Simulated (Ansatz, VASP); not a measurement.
**Al in VASP and in Ansatz**

The input INCAR:

```
  PREC = Accurate
  ENCUT = 520
  EDIFF = 1E-6
  ISMEAR = 0
  SIGMA = 0.15
  LREAL = F
  LASPH = T
  NELM = 100
  ALGO = Normal
  ISIF = 2
  LWAVE = F
  LCHARG = F
  GGA = PS
  NBANDS = 10
```

The input KPOINTS:

```
Automatic mesh
0
Gamma
  18 18 10
```

POSCAR

```
Al
1.0
    2.8896000000      0.0000000000      0.0000000000
   -1.4448000000      2.5024670068      0.0000000000
    0.0000000000      0.0000000000      4.4899000000
Al
2
Direct
    0.6666666667      0.3333333333      0.7500000000
    0.3333333333      0.6666666667      0.2500000000
```

Input for Ansatz:

```yaml
crystal:
  lattice:
    - [2.8896, 0.0, 0.0]
    - [-1.4448, 2.5024670068, 0.0]
    - [0.0, 0.0, 4.4899]
  atoms:
    - { symbol: Al, position: [0.6666666667, 0.3333333333, 0.75] }
    - { symbol: Al, position: [0.3333333333, 0.6666666667, 0.25] }
basis:
  ecutwfc: 420
kpoints:
  mp_grid: { grid: [18, 18, 10] }
hamiltonian:
  xc: pbesol
  pseudopotentials: { kind: paw, azcp: { folder: soft_1 } }
scf:
  occupations: { method: gaussian, width: 0.15 }
output:
  forces: true
  stress: true
  eigenvalues: true
```

Alike in both runs: task single point; functional PBEsol; k mesh 18 × 18 × 10; occupations gaussian, width 0.15 eV; no spin polarisation.

|  | VASP | Ansatz |
| --- | --- | --- |
| version | VASP 6.6.1 | Ansatz 0.2.0 |
| potentials or method | VASP PAW PBE potentials, release 64 (Al), cutoff 520 eV | scalar-relativistic, plane waves, PAW |
| valence electrons in the cell | 6 | 6 |

Ansatz gave:

- gap on the k mesh at the Fermi level (eV): none
- pressure (GPa): 0.6
- traceless stress, the component that is largest in VASP (GPa): 2.88

Estimate VASP's values.

gap on the k mesh at the Fermi level (eV): none; pressure (GPa): 0.7; traceless stress, the component that is largest in VASP (GPa): 2.90.

VASP's potentials were made for PBE, not for PBEsol, and Ansatz warns of the same on its side. A gap of «none» marks a metal or a gap that the smearing closes. The functional is the same, so the differences come from potentials, cutoffs and numerics.
